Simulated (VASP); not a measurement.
# AlRu (Pm-3m) in VASP: single point with PBE

Aim: the single point of AlRu with PBE.

Program: VASP 6.6.1. These are calculated values, not measurements. Logs are shortened: lines on timing, memory, paths and dates and some standing lists are left out, and cuts for length are marked.

## (1) The cell of the first run

Symmetry: Pm-3m, No. 221, cubic system. The conventional cell has a = 3.003 Å, b = 3.003 Å, c = 3.003 Å, α = 90.00°, β = 90.00°, γ = 90.00°. Within 3.4 Å of Al (site symmetry m-3m) lie 8 Ru at 2.60 Å and 6 Al at 3.00 Å. Ru (site symmetry m-3m) has 8 Al at 2.60 Å and 6 Ru at 3.00 Å within 3.4 Å.

## (2) Single point, PBE

The input, INCAR:

```
SYSTEM = AlRu
PREC = Accurate ; ENCUT = 520
EDIFF = 1E-6 ; ISMEAR = 1
SIGMA = 0.1 ; LREAL = Auto
LASPH = .True. ; NELM = 60
ALGO = Normal ; ISIF = 2
LWAVE = .False. ; LCHARG = .False.
GGA = PE ; NBANDS = 158
```

The input, KPOINTS:

```
regular mesh
0
Gamma
  1 1 1
  0 0 0
```

The input, POSCAR:

```
AlRu
1.0
    0.0000000000      6.0068828234      6.0068828234
    6.0068828234      0.0000000000      6.0068828234
    6.0068828234      6.0068828234      0.0000000000
Al Ru
16 16
Direct
    0.0000000000      0.0000000000      0.0000000000
    0.2500000000      0.2500000000      0.2500000000
    0.0000000000      0.0000000000      0.5000000000
    0.2500000000      0.2500000000      0.7500000000
    0.0000000000      0.5000000000      0.0000000000
    0.2500000000      0.7500000000      0.2500000000
    0.0000000000      0.5000000000      0.5000000000
    0.2500000000      0.7500000000      0.7500000000
    0.5000000000      0.0000000000      0.0000000000
    0.7500000000      0.2500000000      0.2500000000
    0.5000000000      0.0000000000      0.5000000000
    0.7500000000      0.2500000000      0.7500000000
    0.5000000000      0.5000000000      0.0000000000
    0.7500000000      0.7500000000      0.2500000000
    0.5000000000      0.5000000000      0.5000000000
    0.7500000000      0.7500000000      0.7500000000
    0.1250000000      0.1250000000      0.1250000000
    0.3750000000      0.3750000000      0.3750000000
    0.1250000000      0.1250000000      0.6250000000
    0.3750000000      0.3750000000      0.8750000000
    0.1250000000      0.6250000000      0.1250000000
    0.3750000000      0.8750000000      0.3750000000
    0.1250000000      0.6250000000      0.6250000000
    0.3750000000      0.8750000000      0.8750000000
    0.6250000000      0.1250000000      0.1250000000
    0.8750000000      0.3750000000      0.3750000000
    0.6250000000      0.1250000000      0.6250000000
    0.8750000000      0.3750000000      0.8750000000
    0.6250000000      0.6250000000      0.1250000000
    0.8750000000      0.8750000000      0.3750000000
    0.6250000000      0.6250000000      0.6250000000
    0.8750000000      0.8750000000      0.8750000000
```

Potentials or basis: VASP PAW PBE potentials, release 64 (Al, Ru_pv).

Run with:

```console
$ cat potpaw_PBE.64/Al/POTCAR potpaw_PBE.64/Ru_pv/POTCAR > POTCAR
$ mpirun -np 1 vasp_gam > vasp.out
```

OUTCAR:

```text
SYSTEM = AlRu
   PREC = Accurate
   ENCUT = 520
   EDIFF = 1E-6
   ISMEAR = 1
   LREAL = Auto
   LASPH = .True.
   NELM = 60
   ISIF = 2
   GGA = PE

 ion  position               nearest neighbor table
   1  0.000  0.000  0.000-  17 2.60  32 2.60  21 2.60  24 2.60  25 2.60  28 2.60  30 2.60  19 2.60
                             8 3.00  10 3.00  12 3.00  14 3.00   4 3.00   6 3.00
   2  0.250  0.250  0.250-  17 2.60  18 2.60  19 2.60  20 2.60  21 2.60  22 2.60  25 2.60  26 2.60
                             7 3.00   9 3.00  11 3.00  13 3.00   3 3.00   5 3.00
   3  0.000  0.000  0.500-  19 2.60  30 2.60  22 2.60  23 2.60  26 2.60  27 2.60  17 2.60  32 2.60
                             8 3.00  10 3.00  12 3.00  16 3.00   2 3.00   6 3.00
   4  0.250  0.250  0.750-  19 2.60  20 2.60  17 2.60  18 2.60  23 2.60  24 2.60  27 2.60  28 2.60
                             7 3.00   9 3.00  11 3.00  15 3.00   1 3.00   5 3.00
   5  0.000  0.500  0.000-  21 2.60  28 2.60  17 2.60  23 2.60  26 2.60  20 2.60  29 2.60  32 2.60
                             8 3.00  10 3.00  14 3.00  16 3.00   2 3.00   4 3.00
   6  0.250  0.750  0.250-  21 2.60  22 2.60  17 2.60  18 2.60  23 2.60  24 2.60  29 2.60  30 2.60
                             7 3.00   9 3.00  13 3.00  15 3.00   1 3.00   3 3.00
   7  0.000  0.500  0.500-  23 2.60  26 2.60  21 2.60  18 2.60  19 2.60  28 2.60  30 2.60  31 2.60
                             6 3.00  12 3.00  14 3.00  16 3.00   2 3.00   4 3.00
   8  0.250  0.750  0.750-  23 2.60  24 2.60  21 2.60  22 2.60  19 2.60  20 2.60  31 2.60  32 2.60
                             5 3.00  11 3.00  13 3.00  15 3.00   1 3.00   3 3.00
   9  0.500  0.000  0.000-  24 2.60  25 2.60  22 2.60  17 2.60  20 2.60  27 2.60  29 2.60  32 2.60
[... 33 lines left out ...]
  26  0.875  0.375  0.375-   7 2.60  10 2.60   5 2.60   2 2.60   3 2.60  12 2.60  14 2.60  15 2.60
                            17 3.00  19 3.00  21 3.00  27 3.00  29 3.00  31 3.00
  27  0.625  0.125  0.625-  11 2.60  12 2.60   9 2.60  10 2.60   3 2.60   4 2.60  15 2.60  16 2.60
                            18 3.00  20 3.00  24 3.00  26 3.00  30 3.00  32 3.00
  28  0.875  0.375  0.875-   5 2.60  12 2.60   1 2.60   7 2.60  10 2.60   4 2.60  13 2.60  16 2.60
                            17 3.00  19 3.00  23 3.00  25 3.00  29 3.00  31 3.00
  29  0.625  0.625  0.125-  13 2.60  14 2.60   9 2.60  10 2.60   5 2.60   6 2.60  15 2.60  16 2.60
                            18 3.00  22 3.00  24 3.00  26 3.00  28 3.00  32 3.00
  30  0.875  0.875  0.375-   3 2.60  14 2.60   6 2.60   7 2.60  10 2.60  11 2.60   1 2.60  16 2.60
                            17 3.00  21 3.00  23 3.00  25 3.00  27 3.00  31 3.00
  31  0.625  0.625  0.625-  15 2.60  16 2.60  11 2.60  12 2.60  13 2.60  14 2.60   7 2.60   8 2.60
                            20 3.00  22 3.00  24 3.00  26 3.00  28 3.00  30 3.00
  32  0.875  0.875  0.875-   1 2.60  16 2.60   5 2.60   8 2.60   9 2.60  12 2.60  14 2.60   3 2.60
                            19 3.00  21 3.00  23 3.00  25 3.00  27 3.00  29 3.00

  LATTYP: Found a face centered cubic cell.
 ALAT       =    12.0137656468

  Lattice vectors:

 A1 = (   0.0000000000,   6.0068828234,   6.0068828234)
 A2 = (   6.0068828234,   0.0000000000,   6.0068828234)
 A3 = (   6.0068828234,   6.0068828234,   0.0000000000)

Analysis of symmetry for initial positions (statically):
=====================================================================
 Subroutine PRICEL returns following result:

  LATTYP: Found a simple cubic cell.
 ALAT       =     3.0034414117

  Lattice vectors:

 A1 = (  -3.0034414117,   0.0000000000,   0.0000000000)
 A2 = (   0.0000000000,   0.0000000000,   3.0034414117)
 A3 = (   0.0000000000,   3.0034414117,   0.0000000000)

  16 primitive cells build up your supercell.

 Routine SETGRP: Setting up the symmetry group for a
 face centered cubic supercell.

 Subroutine GETGRP returns: Found 48 space group operations
 (whereof 48 operations were pure point group operations)
 out of a pool of 48 trial point group operations.

The static configuration has the point symmetry O_h .

Analysis of symmetry for dynamics (positions and initial velocities):
=====================================================================
 Subroutine PRICEL returns following result:

  LATTYP: Found a simple cubic cell.
 ALAT       =     3.0034414117

  Lattice vectors:

 A1 = (  -3.0034414117,   0.0000000000,   0.0000000000)
 A2 = (   0.0000000000,   0.0000000000,   3.0034414117)
 A3 = (   0.0000000000,   3.0034414117,   0.0000000000)

  16 primitive cells build up your supercell.

 Routine SETGRP: Setting up the symmetry group for a
 face centered cubic supercell.

 Subroutine GETGRP returns: Found 48 space group operations
[... 33 lines left out ...]

 KPOINTS: regular mesh

Automatic generation of k-mesh.
 Grid dimensions read from file:
 generate k-points for:    1    1    1

 Generating k-lattice:

  Cartesian coordinates                     Fractional coordinates (reciprocal lattice)
    -0.083237848  0.083237848  0.083237848     1.000000000  0.000000000  0.000000000
     0.083237848 -0.083237848  0.083237848     0.000000000  1.000000000  0.000000000
     0.083237848  0.083237848 -0.083237848     0.000000000  0.000000000  1.000000000

  Length of vectors
     0.144172182  0.144172182  0.144172182

  Shift w.r.t. Gamma in fractional coordinates (k-lattice)
     0.000000000  0.000000000  0.000000000

 Subroutine IBZKPT returns following result:
 ===========================================

 Found      1 irreducible k-points:

 Following reciprocal coordinates:
            Coordinates               Weight
  0.000000  0.000000  0.000000      1.000000
   k-points           NKPTS =      1   k-points in BZ     NKDIM =      1   number of bands    NBANDS=    158
   number of dos      NEDOS =    301   number of ions     NIONS =     32
   total plane-waves  NPLWV = 262144
   dimension x,y,z NGX =    64 NGY =   64 NGZ =   64
   dimension x,y,z NGXF=   128 NGYF=  128 NGZF=  128
   ions per type =              16  16
   NGX,Y,Z   is equivalent  to a cutoff of  12.52, 12.52, 12.52 a.u.
   NGXF,Y,Z  is equivalent  to a cutoff of  25.05, 25.05, 25.05 a.u.
 SYSTEM =  AlRu
   PREC   = accura    normal or accurate (medium, high low for compatibility)
   ISTART =      0    job   : 0-new  1-cont  2-samecut
   ICHARG =      2    charge: 1-file 2-atom 10-const
   ISPIN  =      1    spin polarized calculation?
   LNONCOLLINEAR =      F non collinear calculations
   LSORBIT =      F    spin-orbit coupling
   LASPH  =      T    aspherical Exc in radial PAW
   ENCUT  =  520.0 eV  38.22 Ry    6.18 a.u.  15.80 15.80 15.80*2*pi/ulx,y,z
   NELM   =     60;   NELMIN=  2; NELMDL= -5     # of ELM steps
   EDIFF  = 0.1E-05   stopping-criterion for ELM
   LREAL  =      T    real-space projection
   EDIFFG = 0.1E-04   stopping-criterion for IOM
   NSW    =      0    number of steps for IOM
   IBRION =     -1    ionic relax: 0-MD 1-quasi-New 2-CG
   NFREE  =      0    steps in history (QN), initial steepest desc. (CG)
   ISIF   =      2    stress and relaxation
   ISYM   =      2    0-nonsym 1-usesym 2-fastsym
   POTIM  = 0.5000    time-step for ionic-motion
   TEBEG  =    0.0;   TEEND  =   0.0 temperature during run
   PSTRESS=    0.0 pullay stress
   NELECT =     272.0000    total number of electrons
   NUPDOWN=      -1.0000    fix difference up-down
   EMIN   =  10.00;   EMAX   =-10.00  energy-range for DOS
   EFERMI =   0.00;   METHOD = LEGACY
   ISMEAR =     1;   SIGMA  =   0.10  broadening in eV -4-tet -1-fermi 0-gaus
   EFERMI_NEDOS =   21; number of points for ismear=-14 and -15
   IALGO  =     38    algorithm
   IMIX   =      4    mixing-type and parameters
     AMIX     =   0.40;   BMIX     =  1.00
     AMIX_MAG =   1.60;   BMIX_MAG =  1.00
  volume/ion in A,a.u.               =      13.55        91.42
  Fermi-wavevector in a.u.,A,eV,Ry     =   1.401539  2.648525 26.726096  1.964313
  Thomas-Fermi vector in A             =   2.524391
   LORBIT       =      0    0 simple, 1 ext, 2 COOP (PROOUT), +10 PAW based schemes
   GGA     = PE    functional components
   LHFCALC =     F    Hartree Fock is set to
   AEXX    =    0.0000 exact exchange contribution
   IVDW    =     0    specifies the selected vdW correction
   LEPSILON=     F    determine dielectric tensor
   LRPA    =     F    only Hartree local field effects (RPA)
 non-spin polarized calculation
 Methfessel and Paxton  Order N= 1 SIGMA  =   0.10
  energy-cutoff  :      520.00
  volume of cell :      433.49
 maximum number of plane-waves:      5788
 NGX is ok and might be reduce to    64
   NGX = 31   NGY = 31   NGZ = 31

 number of electron     272.0000091 magnetization

 Free energy of the ion-electron system (eV)
  ---------------------------------------------------
  ext. energy  EPLUGINS =         0.00000000
  ---------------------------------------------------
  free energy    TOTEN  =      -237.21491221 eV

  energy without entropy =     -237.14162247  energy(sigma->0) =     -237.19048229

 E-fermi :  10.3871     XC(G=0): -12.5312

 val. band max:        9.2140274687   @ k =   0.0000   0.0000   0.0000
 cond. band min:      10.4071577751   @ k =   0.0000   0.0000   0.0000
 fundamental gap:      1.1931303064
 Fermi energy:        10.3871320018

 k-point     1 :       0.0000    0.0000    0.0000
  band No.  band energies     occupation
      1     -31.8434      2.00000
      2     -31.8434      2.00000
      3     -31.8434      2.00000
      4     -31.8191      2.00000
      5     -31.8191      2.00000
      6     -31.8191      2.00000
[... 140 lines left out ...]
    147      12.5161      0.00000
    148      12.5161      0.00000
 [bands above 148 left out]

------------------------ aborting loop because EDIFF is reached ----------------------------------------

  FORCE on cell =-STRESS in cart. coord.  units (eV):
  Direction    XX          YY          ZZ          XY          YZ          ZX
  --------------------------------------------------------------------------------------
  -------------------------------------------------------------------------------------
  Total      -13.6220246    -13.6220246    -13.6220246      0.0000000      0.0000000      0.0000000
  in kB      -50.3471353    -50.3471353    -50.3471353      0.0000000      0.0000000      0.0000000
  external PRESSURE =     -50.3471353 kB  Pullay stress =       0.0000000 kB

 VOLUME and BASIS-vectors are now :
 -----------------------------------------------------------------------------
  energy-cutoff  :      520.00
  volume of cell :      433.49
      direct lattice vectors                 reciprocal lattice vectors
     0.000000000  6.006882823  6.006882823    -0.083237848  0.083237848  0.083237848
     6.006882823  0.000000000  6.006882823     0.083237848 -0.083237848  0.083237848
     6.006882823  6.006882823  0.000000000     0.083237848  0.083237848 -0.083237848

 POSITION                                       TOTAL-FORCE (eV/Angst)
 -----------------------------------------------------------------------------------
      0.00000      0.00000      0.00000        -0.000000     -0.000000     -0.000000
      3.00344      3.00344      3.00344        -0.000000      0.000000      0.000000
      3.00344      3.00344      0.00000        -0.000000     -0.000000      0.000000
      6.00688      6.00688      3.00344        -0.000000     -0.000000     -0.000000
      3.00344      0.00000      3.00344         0.000000      0.000000      0.000000
      6.00688      3.00344      6.00688        -0.000000     -0.000000      0.000000
[... 24 lines left out ...]
      7.50860      7.50860      7.50860         0.000000     -0.000000      0.000000
     10.51204     10.51204     10.51204         0.000000      0.000000      0.000000
 -----------------------------------------------------------------------------------
    total drift:                                0.000000      0.000000      0.000000

  FREE ENERGIE OF THE ION-ELECTRON SYSTEM (eV)
  ---------------------------------------------------
  free  energy   TOTEN  =      -237.2149122087 eV

  energy  without entropy=     -237.1416224660  energy(sigma->0) =     -237.19048229
```

Run time: 2.3 min. Hardware: 1 thread of AMD EPYC 7R43 (Zen 3), shared host; peak memory 0.49 GiB.

Results:

```
Free energy            : -237.2149 eV
Pressure               : -5.0 GPa
Band gap on the k mesh : zero (filled and empty bands touch)
```

Caveat: the k points lie up to 0.91 Å⁻¹ apart.
